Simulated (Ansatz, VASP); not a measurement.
# TiN: VASP beside Ansatz

```xyz
2
Lattice="0.0000 2.0864 2.0864 2.0864 0.0000 2.0864 2.0864 2.0864 0.0000" Properties=species:S:1:pos:R:3 pbc="T T T"
Ti    0.0000    0.0000    0.0000
N     2.0864    2.0864    2.0864
```

Alike in both runs: task relaxation of cell and atoms; functional LDA; k mesh 18 × 18 × 18; occupations gaussian, width 0.1 eV; no spin polarisation.

```csv
,VASP,Ansatz
version,VASP 6.6.1,Ansatz 0.2.0
potentials or method,"VASP PAW LDA potentials, release 64 (Ti_sv, N), cutoff 600 eV","scalar-relativistic, plane waves, PAW"
valence electrons in the cell,17,17
```

```csv
,VASP,Ansatz,Ansatz less VASP
"gap on the k mesh at the Fermi level, each at its own relaxed structure (eV)",none,none,-
relaxed volume (Å³/atom),9.10,9.07,-0.029
relaxed cell length with the largest relative difference (Å),2.953,2.950,-0.0032
```

LDA's correlation is that of Perdew and Zunger in VASP and of Perdew and Wang (1992) in Ansatz. A gap of «none» marks a metal or a gap that the smearing closes.
